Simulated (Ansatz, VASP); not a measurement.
## Two plane-wave programs on CO2

```xyz
12
Lattice="5.3632 0.0000 0.0000 0.0000 6.8482 0.0000 0.0000 0.0000 5.9114" Properties=species:S:1:pos:R:3 pbc="T T T"
C     2.6816    5.7626    4.4335
C     0.0000    2.3384    4.4335
C     0.0000    4.5098    1.4778
C     2.6816    1.0857    1.4778
O     3.6017    1.0832    0.7599
O     1.7615    1.0832    2.1958
O     4.4431    4.5073    0.7599
O     0.9201    2.3409    5.1514
O     0.9201    4.5073    2.1958
O     4.4431    2.3409    3.7156
O     3.6017    5.7650    3.7156
O     1.7615    5.7650    5.1514
```

Alike in both runs: functional PBEsol; k mesh 4 × 4 × 4; occupations gaussian, width 0.02 eV; no spin polarisation.

Ansatz relaxed the structure, and its values are those at the end. VASP's run is a single point on that final structure, the one shown.

|  | VASP | Ansatz |
| --- | --- | --- |
| version | VASP 6.6.1 | Ansatz 0.2.0 |
| potentials or method | VASP PAW PBE potentials, release 64 (C, O), cutoff 520 eV | scalar-relativistic, plane waves, PAW |
| valence electrons in the cell | 64 | 64 |

```tsv
	VASP	Ansatz	Ansatz less VASP
gap on the k mesh at the Fermi level (eV)	6.62	6.63	+0.017
least direct gap on the mesh (eV)	6.63	6.64	+0.017
pressure (GPa)	1.4	0.0	-1.38
rms of the force components (eV/Å)	0.333	0.002	-0.3316
```

VASP's potentials were made for PBE, not for PBEsol.

Noted on VASP's run: the standard files for N, O and F lose accuracy on very short bonds.
